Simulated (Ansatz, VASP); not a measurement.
**AlNi in VASP and in Ansatz**

```
CELL_PARAMETERS angstrom
0.00000 2.15702 2.15702
2.15702 0.00000 2.15702
2.15702 2.15702 0.00000
ATOMIC_POSITIONS crystal
Ni 0.00000 0.00000 0.00000
Al 0.50000 0.50000 0.50000
```

Change from the starting cell: volume scaled by 0.7, to set the pressure.

Alike in both runs: task single point; functional PBE; k mesh 15 × 15 × 15; occupations fermi-dirac, width 0.05 eV; no spin polarisation.

|  | VASP | Ansatz |
| --- | --- | --- |
| version | VASP 6.6.1 | Ansatz 0.2.0 |
| potentials or method | VASP PAW PBE potentials, release 64 (Ni, Al) | PAW with Ansatz's default frozen-core files, scalar-relativistic |
| plane-wave cutoff (eV) | 520 | 420 |
| valence electrons in the cell | 13 | 21 |

Ansatz gave:

- pressure (GPa): 83.5

Q: Which values does VASP return?

A: Pressure (GPa): 83.4.

Both programs put the cell under a high pressure, so it lies far from rest at this level. The functional is the same, so the differences come from potentials, cutoffs and numerics. VASP's potentials hold 13 valence electrons a cell and Ansatz's 21, so a difference there can come from the potentials and not from the codes.

Noted on VASP's run: the cell as given lies far from equilibrium.
